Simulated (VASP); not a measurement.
A run of VASP 6.6.1 is set up as follows.

The input INCAR:

```
PREC     = Accurate       # precision mode
ENCUT    = 600            # plane-wave cutoff, eV
EDIFF    = 1E-6           # SCF threshold, eV
ISMEAR   = 1              # smearing method
SIGMA    = 0.15           # smearing width, eV
LREAL    = F              # projectors in reciprocal space
LASPH    = T              # aspherical terms in the spheres
NELM     = 120            # most SCF steps
ALGO     = Normal         # electronic algorithm
ISIF     = 2              # what is computed and relaxed
LWAVE    = F              # write WAVECAR
LCHARG   = T              # write CHGCAR
LELF     = T              # ELF
LVHAR    = T            
NBANDS   = 18             # bands
GGA_COMPAT= F
```

KPOINTS

```
regular mesh
0
Gamma
  11 11 7
```

The input POSCAR:

```
CuPd
1.0
    1.5173270000     -2.1969700000      0.0000000000
    1.5173270000      2.1969700000      0.0000000000
    0.0000000000      0.0000000000      4.1879990000
Cu Pd
1 1
Direct
    0.0000000000      0.0000000000      0.0000000000
    0.5000000000      0.5000000000      0.5000000000
```

Potentials or basis: VASP PAW LDA potentials, release 64 (Cu, Pd).

Command:

```console
$ cat potpaw_LDA.64/Cu/POTCAR potpaw_LDA.64/Pd/POTCAR > POTCAR
$ mpirun -np 1 vasp_std > vasp.out
```

(1) What does it give for the pressure?

(2) Estimate the band gap on the k mesh.

## Answers

(1) -13.4 GPa.

(2) zero (an odd number of electrons rules out a gap without spin polarisation).

Caveat: the cell stands under tension.
